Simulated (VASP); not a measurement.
Input of a VASP 6.6.1 run:

Contents of INCAR:

```
PREC = Accurate
ENCUT = 520
EDIFF = 1E-7
ISMEAR = 0
SIGMA = 0.02
LREAL = Auto
LASPH = True
NELM = 60
ALGO = Normal
ISIF = 2
LWAVE = False
LCHARG = True
GGA = PE
LELF = True
LVHAR = True
NBANDS = 46
NELECT = 64.0
```

File KPOINTS:

```
Automatic mesh
0
Gamma
  3 3 3
```

POSCAR

```
Mg8HO8
1.0
    0.0000000000      3.8970000000      3.8970000000
    3.8970000000      0.0000000000      3.8970000000
    3.8970000000      3.8970000000      0.0000000000
Mg O H
8 8 1
Direct
   -0.0022807288      0.0018396202      0.0006895047
   -0.0023541186      0.0018894021      0.4991280472
   -0.0040397742      0.5106068771     -0.0035568386
    0.0017086220      0.4980694124      0.4998110085
    0.5013033102     -0.0023369258      0.0002145240
    0.4887147806      0.0047371055      0.5030029510
    0.4867707211      0.5104068514     -0.0309203233
    0.4865808314      0.5106275340      0.5331112394
    0.2469973056      0.2528525789      0.2450891712
    0.2470233513      0.2528796510      0.7544136515
    0.2658877342      0.7340773672      0.2497227354
    0.2330268155      0.7665351552      0.7499557352
    0.7368746472      0.2630437516      0.2495318193
    0.7516398512      0.2475338722      0.7500021812
    0.7461861688      0.7518477034      0.2553180652
    0.7461916859      0.7518432127      0.7460305363
    0.5665632538      0.4524852451      0.2402560944
```

Potentials or basis: VASP PAW PBE potentials, release 64 (Mg, O, H).

Launch:

```console
$ cat potpaw_PBE.64/Mg/POTCAR potpaw_PBE.64/O/POTCAR potpaw_PBE.64/H/POTCAR > POTCAR
$ mpirun -np 1 vasp_std > vasp.out
```

Question: Estimate the largest force.

Answer: 0.157 eV/Å.

Forces on the atoms (eV/Å):
```
Mg  -0.016 -0.014 -0.002
Mg   0.009  0.017 -0.002
Mg  -0.008  0.003  0.024
Mg   0.003 -0.004 -0.023
Mg   0.002 -0.003  0.010
Mg  -0.005  0.000 -0.024
Mg  -0.001 -0.041 -0.015
Mg   0.036  0.013 -0.016
O   -0.003  0.000 -0.007
O    0.001  0.003 -0.009
O   -0.002 -0.001 -0.005
O    0.013 -0.015  0.000
O   -0.079  0.100 -0.020
O   -0.012  0.017 -0.004
O   -0.004  0.003 -0.011
O   -0.002  0.006 -0.010
H    0.070 -0.082  0.114
```

Caveat: the k points lie up to 0.47 Å⁻¹ apart; the cell carries a net charge on a neutralising background, which shifts energy and pressure.
